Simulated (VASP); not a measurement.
Input of a VASP 6.6.1 run:

INCAR

```
SYSTEM = CrSiB3
PREC = Accurate ; ENCUT = 520
EDIFF = 1E-7 ; ISMEAR = 0
SIGMA = 0.1 ; LREAL = .FALSE.
LASPH = .TRUE. ; NELM = 100
ALGO = Normal ; ISIF = 2
LWAVE = .FALSE. ; LCHARG = .FALSE.
GGA = PE ; NBANDS = 20
```

Contents of KPOINTS:

```
regular mesh
0
G
  12 12 10
  0 0 0
```

File POSCAR:

```
CrSiB3
1.0
    3.9063263276      0.0000000000      0.0000000000
   -1.9531631638      3.3829778352      0.0000000000
    0.0000000000      0.0000000000      3.9855921718
Cr Si B
1 1 3
Direct
    0.3333333333      0.6666666667      0.0000000000
    0.6666666667      0.3333333333      0.0000000000
    0.3333333333      0.6666666667      0.5000000000
    0.0000000000      0.0000000000      0.0000000000
    0.0000000000      0.0000000000      0.5000000000
```

Potentials or basis: VASP PAW PBE potentials, release 64 (Cr_pv, Si, B).

The run is started by

```bash
$ cat potpaw_PBE.64/Cr_pv/POTCAR potpaw_PBE.64/Si/POTCAR potpaw_PBE.64/B/POTCAR > POTCAR
$ mpirun -np 1 vasp_std > vasp.out
```

Task: What does it give for the band gap on the k mesh?

Result: Zero (an odd number of electrons rules out a gap without spin polarisation).

Task: What does it give for the pressure?

Result: -0.1 GPa.

Stress tensor (GPa, compression positive):
```
-0.07  0.00  0.00
 0.00 -0.07  0.00
 0.00  0.00 -0.17
```

Caveat: the run has no spin polarisation, though such a crystal can be magnetic. Spin polarisation is off, so any magnetic state and its effect on volume and gap are missing.
